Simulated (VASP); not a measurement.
# SrO (F-43m) in VASP: a series of runs, part 2 of 2

VASP 6.6.1. Earlier steps stand in the parts before.

## (3) Single point, PBE-based screened hybrid

Contents of POSCAR:

```
SrO
1.0
    0.0000000000      2.7922805169      2.7922805169
    2.7922805169      0.0000000000      2.7922805169
    2.7922805169      2.7922805169      0.0000000000
Sr O
1 1
Direct
    0.0000000000      0.0000000000      0.0000000000
    0.2500000000      0.2500000000      0.2500000000
```

Contents of INCAR.step1:

```
PREC = Accurate
ENCUT = 520
EDIFF = 1E-5
ISMEAR = 0
SIGMA = 0.01
LREAL = False
LASPH = True
NELM = 100
ALGO = Normal
ISIF = 2
LWAVE = True
LCHARG = False
NBANDS = 15
GGA = PE
```

Contents of INCAR.step2:

```
PREC = Accurate
ENCUT = 520
EDIFF = 1E-6
ISMEAR = 0
SIGMA = 0.01
LREAL = False
LASPH = True
NELM = 100
ALGO = Normal
ISIF = 2
LWAVE = False
LCHARG = False
GGA = PE
LHFCALC = True
AEXX = 0.4
HFSCREEN = 0.2078
PRECFOCK = Normal
NBANDS = 15
ISTART = 1
```

Contents of KPOINTS:

```
regular mesh
0
Gamma
  4 4 4
```

Potentials or basis: VASP PAW PBE potentials, release 64 (Sr_sv, O).

The run is started by

```console
$ cat potpaw_PBE.64/Sr_sv/POTCAR potpaw_PBE.64/O/POTCAR > POTCAR
$ cp INCAR.step1 INCAR
$ mpirun -np 1 vasp_std > vasp.out
$ cp INCAR.step2 INCAR
$ mpirun -np 1 vasp_std > vasp.out
```

OUTCAR:

```text
PREC = Accurate
   ENCUT = 520
   EDIFF = 1E-6
   ISMEAR = 0
   LREAL = False
   LASPH = True
   NELM = 100
   ISIF = 2
   GGA = PE
   LHFCALC = True
   AEXX = 0.4
   HFSCREEN = 0.2078
   PRECFOCK = Normal
   ISTART = 1

 ion  position               nearest neighbor table
   1  0.000  0.000  0.000-   2 2.42   2 2.42   2 2.42   2 2.42
   2  0.250  0.250  0.250-   1 2.42   1 2.42   1 2.42   1 2.42

  LATTYP: Found a face centered cubic cell.
 ALAT       =     5.5845610338

  Lattice vectors:

 A1 = (   0.0000000000,   2.7922805169,   2.7922805169)
 A2 = (   2.7922805169,   0.0000000000,   2.7922805169)
 A3 = (   2.7922805169,   2.7922805169,   0.0000000000)

Analysis of symmetry for initial positions (statically):
=====================================================================
 Subroutine PRICEL returns:
 Original cell was already a primitive cell.

 Routine SETGRP: Setting up the symmetry group for a
 face centered cubic supercell.

 Subroutine GETGRP returns: Found 24 space group operations
 (whereof 24 operations were pure point group operations)
 out of a pool of 48 trial point group operations.

The static configuration has the point symmetry T_d .

Analysis of symmetry for dynamics (positions and initial velocities):
=====================================================================
 Subroutine PRICEL returns:
 Original cell was already a primitive cell.

 Routine SETGRP: Setting up the symmetry group for a
 face centered cubic supercell.

 Subroutine GETGRP returns: Found 24 space group operations
 (whereof 24 operations were pure point group operations)
 out of a pool of 48 trial point group operations.

The dynamic configuration has the point symmetry T_d .

 Subroutine INISYM returns: Found 24 space group operations
 (whereof 24 operations are pure point group operations),
 and found     1 'primitive' translations

----------------------------------------------------------------------------------------

[... 112 lines left out ...]
   LEPSILON=     F    determine dielectric tensor
   LRPA    =     F    only Hartree local field effects (RPA)
 non-spin polarized calculation
 Gauss-broadening in eV      SIGMA  =   0.01
  energy-cutoff  :      520.00
  volume of cell :       43.54
 maximum number of plane-waves:      1211
 NGX is ok and might be reduce to    30
  NGX = 24; NGY = 24; NGZ = 24

 number of electron      16.0000001 magnetization

 Free energy of the ion-electron system (eV)
  ---------------------------------------------------
  ext. energy  EPLUGINS =         0.00000000
  ---------------------------------------------------
  free energy    TOTEN  =       -15.13911876 eV

  energy without entropy =      -15.13911876  energy(sigma->0) =      -15.13911876

 E-fermi :  -1.3206     XC(G=0):  -6.2571

 val. band max:       -1.3813193202   @ k =  -0.2500   0.5000   0.2500
 cond. band min:       3.3196229940   @ k =   0.0000   0.0000   0.0000
 fundamental gap:      4.7009423143
 Fermi energy:        -1.3205592247

 k-point     1 :       0.0000    0.0000    0.0000
  band No.  band energies     occupation
      1     -36.6683      2.00000
      2     -18.4675      2.00000
      3     -16.5112      2.00000
      4     -16.5111      2.00000
      5     -16.5111      2.00000
      6      -2.2867      2.00000
      7      -2.2867      2.00000
      8      -2.2866      2.00000
      9       3.3196      0.00000
     10       9.4802      0.00000
     11       9.4802      0.00000
     12      10.8564      0.00000
     13      10.8564      0.00000
     14      10.8564      0.00000
[... 113 lines left out ...]
      2     -19.6702      2.00000
      3     -16.9127      2.00000
      4     -16.7877      2.00000
      5     -15.2705      2.00000
      6      -2.1110      2.00000
      7      -2.1091      2.00000
      8      -1.3813      2.00000
      9       5.5074      0.00000
     10       6.7692      0.00000
     11      10.0391      0.00000
     12      11.1093      0.00000
     13      12.5821      0.00000
     14      13.1127      0.00000
     15      13.8914      0.00000

------------------------ aborting loop because EDIFF is reached ----------------------------------------

  FORCE on cell =-STRESS in cart. coord.  units (eV):
  Direction    XX          YY          ZZ          XY          YZ          ZX
  --------------------------------------------------------------------------------------
  -------------------------------------------------------------------------------------
  Total       -0.1808123     -0.1808123     -0.1808123      0.0000000      0.0000000      0.0000000
  in kB       -6.6532139     -6.6532139     -6.6532139      0.0000000      0.0000000      0.0000000
  external PRESSURE =      -6.6532139 kB  Pullay stress =       0.0000000 kB

 VOLUME and BASIS-vectors are now :
 -----------------------------------------------------------------------------
  energy-cutoff  :      520.00
  volume of cell :       43.54
      direct lattice vectors                 reciprocal lattice vectors
     0.000000000  2.792280517  2.792280517    -0.179065104  0.179065104  0.179065104
     2.792280517  0.000000000  2.792280517     0.179065104 -0.179065104  0.179065104
     2.792280517  2.792280517  0.000000000     0.179065104  0.179065104 -0.179065104

 POSITION                                       TOTAL-FORCE (eV/Angst)
 -----------------------------------------------------------------------------------
      0.00000      0.00000      0.00000        -0.000000      0.000000     -0.000000
      1.39614      1.39614      1.39614         0.000000     -0.000000      0.000000
 -----------------------------------------------------------------------------------
    total drift:                                0.000029      0.000011     -0.000025

  FREE ENERGIE OF THE ION-ELECTRON SYSTEM (eV)
  ---------------------------------------------------
  free  energy   TOTEN  =       -15.1391187606 eV

  energy  without entropy=      -15.1391187606  energy(sigma->0) =      -15.13911876
```

Run time: 3.2 min. Hardware: 1 thread of Intel Xeon Platinum 8488C (Sapphire Rapids), shared host; peak memory 0.27 GiB.

Results:

| Item | Value |
| --- | --- |
| Free energy | -15.1391 eV |
| Pressure | -0.7 GPa |
| Band gap on the k mesh | 4.70 eV, indirect (least direct gap 5.61 eV) |

Levels at points of the mesh, in eV from the valence-band top:
```tsv
k point	band 5	band 6	band 7	band 8	band 9	band 10	band 11	band 12
(0.00, 0.00, 0.00)	-15.13	-0.91	-0.91	-0.91	4.70	10.86	10.86	12.24
(0.50, 0.00, 0.00)	-14.38	-0.75	-0.56	-0.56	7.69	9.51	10.32	10.32
(0.50, 0.50, 0.00)	-14.00	-1.49	-0.01	-0.01	6.88	8.22	12.65	12.84
```

Caveat: the k points lie up to 0.49 Å⁻¹ apart; the PAW data sets were made with another functional, which shifts forces and pressure a little. A k mesh can miss the band edges.

## (4) Single point, PBE-based screened hybrid

POSCAR is that of step 3.

Contents of INCAR.step1:

```
PREC = Accurate ; ENCUT = 520
EDIFF = 1E-5 ; ISMEAR = 0
SIGMA = 0.01 ; LREAL = F
LASPH = T ; NELM = 80
ALGO = Normal ; ISIF = 2
LWAVE = T ; LCHARG = F
NBANDS = 15 ; GGA = PE
```

Contents of INCAR.step2:

```
PREC = Accurate ; ENCUT = 520
EDIFF = 1E-6 ; ISMEAR = 0
SIGMA = 0.01 ; LREAL = F
LASPH = T ; NELM = 80
ALGO = Normal ; ISIF = 2
LWAVE = F ; LCHARG = F
GGA = PE ; LHFCALC = T
AEXX = 0.05 ; HFSCREEN = 0.1
PRECFOCK = Normal ; NBANDS = 15
ISTART = 1
```

KPOINTS is that of step 3.

The run is started by

```console
$ cat potpaw_PBE.64/Sr_sv/POTCAR potpaw_PBE.64/O/POTCAR > POTCAR
$ cp INCAR.step1 INCAR
$ mpirun -np 1 vasp_std > vasp.out
$ cp INCAR.step2 INCAR
$ mpirun -np 1 vasp_std > vasp.out
```

Wall time 2.3 min (1 thread of Intel Xeon Platinum 8488C (Sapphire Rapids), shared host); peak memory 0.27 GiB.

It converged, with:

```yaml
Free_energy: -12.2271 eV
Pressure: 1.1 GPa
Band_gap_on_the_k_mesh: 2.85 eV, indirect (least direct gap 3.71 eV)
```

Levels at points of the mesh, in eV from the valence-band top:
```csv
k point,band 4,band 5,band 6,band 7,band 8,band 9,band 10,band 11,band 12,band 13
"(0.00, 0.00, 0.00)",-14.25,-14.25,-0.86,-0.86,-0.86,2.85,8.47,8.47,9.81,9.81
"(0.50, 0.00, 0.00)",-14.34,-13.25,-0.72,-0.54,-0.54,5.65,7.51,8.02,8.02,10.33
"(0.50, 0.50, 0.00)",-14.48,-12.92,-1.43,-0.01,-0.01,4.92,6.12,10.08,10.38,10.38
```

Caveat: the k points lie up to 0.49 Å⁻¹ apart; the PAW data sets were made with another functional, which shifts forces and pressure a little. A k mesh can miss the band edges.

## (5) Single point, PBE-based screened hybrid

POSCAR is that of step 4.

Contents of INCAR.step1:

```
PREC = Accurate
ENCUT = 520
EDIFF = 1E-5
ISMEAR = 0
SIGMA = 0.01
LREAL = False
LASPH = True
NELM = 60
ALGO = Normal
ISIF = 2
LWAVE = True
NBANDS = 15
GGA = PE
```

Contents of INCAR.step2:

```
PREC = Accurate
ENCUT = 520
EDIFF = 1E-6
ISMEAR = 0
SIGMA = 0.01
LREAL = False
LASPH = True
NELM = 60
ALGO = Normal
ISIF = 2
LWAVE = False
LCHARG = True
GGA = PE
LHFCALC = True
AEXX = 0.5
HFSCREEN = 0.5
PRECFOCK = Normal
LELF = True
LVHAR = True
NBANDS = 15
ISTART = 1
```

Contents of KPOINTS:

```
Automatic mesh
0
Gamma
  4 4 4
```

Potentials or basis: VASP PAW PBE potentials, release 64 (Sr_sv, O).

The run is started by

```console
$ cat potpaw_PBE.64/Sr_sv/POTCAR potpaw_PBE.64/O/POTCAR > POTCAR
$ cp INCAR.step1 INCAR
$ mpirun -np 1 vasp_std > vasp.out
$ cp INCAR.step2 INCAR
$ mpirun -np 1 vasp_std > vasp.out
```

OUTCAR:

```text
PREC = Accurate
   ENCUT = 520
   EDIFF = 1E-6
   ISMEAR = 0
   LREAL = False
   LASPH = True
   NELM = 60
   ISIF = 2
   GGA = PE
   LHFCALC = True
   AEXX = 0.5
   HFSCREEN = 0.5
   PRECFOCK = Normal
   ISTART = 1

 ion  position               nearest neighbor table
   1  0.000  0.000  0.000-   2 2.42   2 2.42   2 2.42   2 2.42
   2  0.250  0.250  0.250-   1 2.42   1 2.42   1 2.42   1 2.42

  LATTYP: Found a face centered cubic cell.
 ALAT       =     5.5845610338
[... 322 lines left out ...]
     15      13.4557      0.00000

------------------------ aborting loop because EDIFF is reached ----------------------------------------

  FORCE on cell =-STRESS in cart. coord.  units (eV):
  Direction    XX          YY          ZZ          XY          YZ          ZX
  --------------------------------------------------------------------------------------
  -------------------------------------------------------------------------------------
  Total       -0.2504218     -0.2504218     -0.2504218     -0.0000000      0.0000000     -0.0000000
  in kB       -9.2145826     -9.2145826     -9.2145826     -0.0000000      0.0000000     -0.0000000
  external PRESSURE =      -9.2145826 kB  Pullay stress =       0.0000000 kB

 VOLUME and BASIS-vectors are now :
 -----------------------------------------------------------------------------
  energy-cutoff  :      520.00
  volume of cell :       43.54
      direct lattice vectors                 reciprocal lattice vectors
     0.000000000  2.792280517  2.792280517    -0.179065104  0.179065104  0.179065104
     2.792280517  0.000000000  2.792280517     0.179065104 -0.179065104  0.179065104
     2.792280517  2.792280517  0.000000000     0.179065104  0.179065104 -0.179065104

 POSITION                                       TOTAL-FORCE (eV/Angst)
 -----------------------------------------------------------------------------------
      0.00000      0.00000      0.00000         0.000000      0.000000     -0.000000
      1.39614      1.39614      1.39614        -0.000000      0.000000      0.000000
 -----------------------------------------------------------------------------------
    total drift:                                0.000002      0.000002     -0.000004

  FREE ENERGIE OF THE ION-ELECTRON SYSTEM (eV)
  ---------------------------------------------------
  free  energy   TOTEN  =       -14.6091782889 eV

  energy  without entropy=      -14.6091782889  energy(sigma->0) =      -14.60917829
```

OSZICAR.step1:

```text
N       E                     dE             d eps       ncg     rms          rms(c)
DAV:   1     0.776840462693E+02    0.77684E+02   -0.82869E+03   240   0.102E+03
DAV:   2    -0.110125375236E+02   -0.88697E+02   -0.80893E+02   339   0.213E+02
DAV:   3    -0.147997776256E+02   -0.37872E+01   -0.37713E+01   283   0.426E+01
DAV:   4    -0.148945040429E+02   -0.94726E-01   -0.94711E-01   344   0.624E+00
DAV:   5    -0.148953456749E+02   -0.84163E-03   -0.84163E-03   297   0.482E-01    0.177E+01
DAV:   6    -0.119644737034E+02    0.29309E+01   -0.10318E+01   240   0.224E+01    0.190E+01
DAV:   7    -0.117791644653E+02    0.18531E+00   -0.59588E-01   240   0.615E+00    0.957E+00
DAV:   8    -0.117499624994E+02    0.29202E-01   -0.15433E-01   268   0.358E+00    0.156E+00
DAV:   9    -0.117579397409E+02   -0.79772E-02   -0.69998E-03   330   0.639E-01    0.333E-01
DAV:  10    -0.117612239405E+02   -0.32842E-02   -0.27268E-03   240   0.338E-01    0.589E-02
DAV:  11    -0.117613497007E+02   -0.12576E-03   -0.14006E-04   303   0.742E-02    0.629E-02
DAV:  12    -0.117614130567E+02   -0.63356E-04   -0.76230E-05   247   0.584E-02    0.933E-03
DAV:  13    -0.117614123609E+02    0.69577E-06   -0.12670E-06   232   0.116E-02
   1 F= -.11761412E+02 E0= -.11761412E+02  d E =-.219944E-15
```

It took 3.8 min on 1 thread of Intel Xeon Platinum 8488C (Sapphire Rapids), shared host; peak memory 0.27 GiB.

What came out:

| Item | Value |
| --- | --- |
| Free energy | -14.6092 eV |
| Pressure | -0.9 GPa |
| Band gap on the k mesh | 4.06 eV, indirect (least direct gap 4.94 eV) |

Levels at points of the mesh, in eV from the valence-band top:
```tsv
k point	band 5	band 6	band 7	band 8	band 9	band 10	band 11	band 12
(0.00, 0.00, 0.00)	-15.13	-0.88	-0.88	-0.88	4.06	10.04	10.04	11.42
(0.50, 0.00, 0.00)	-14.45	-0.70	-0.54	-0.54	6.93	8.80	9.51	9.51
(0.50, 0.50, 0.00)	-14.09	-1.41	-0.01	-0.01	6.17	7.43	11.81	12.03
```

Caveat: the k points lie up to 0.49 Å⁻¹ apart; the PAW data sets were made with another functional, which shifts forces and pressure a little. A k mesh can miss the band edges.

## (6) The runs side by side

| level | screening parameter | share of exact exchange | gap on the mesh (eV) | pressure (GPa) |
| --- | --- | --- | --- | --- |
| HSE06 | 0.2079 1/Å | - | 3.85 | 0.1 |
| PBE-based screened hybrid | 0.2078 1/Å | 0.4 | 4.70 | -0.7 |
| PBE-based screened hybrid | 0.1 1/Å | 0.05 | 2.85 | 1.1 |
| PBE-based screened hybrid | 0.5 1/Å | 0.5 | 4.06 | -0.9 |

Alike in all rows: task single point; potentials or basis VASP PAW PBE potentials, release 64 (Sr_sv, O); no spin polarisation; cell as given; k mesh 4 × 4 × 4; cutoff (eV) 520; smearing gaussian 0.01 eV.

Caveats: all runs use coarse meshes; the PAW data sets were made with another functional, which shifts forces and pressure a little.

Total energies depend on the potentials used, so only differences within one code and one set of settings carry meaning.
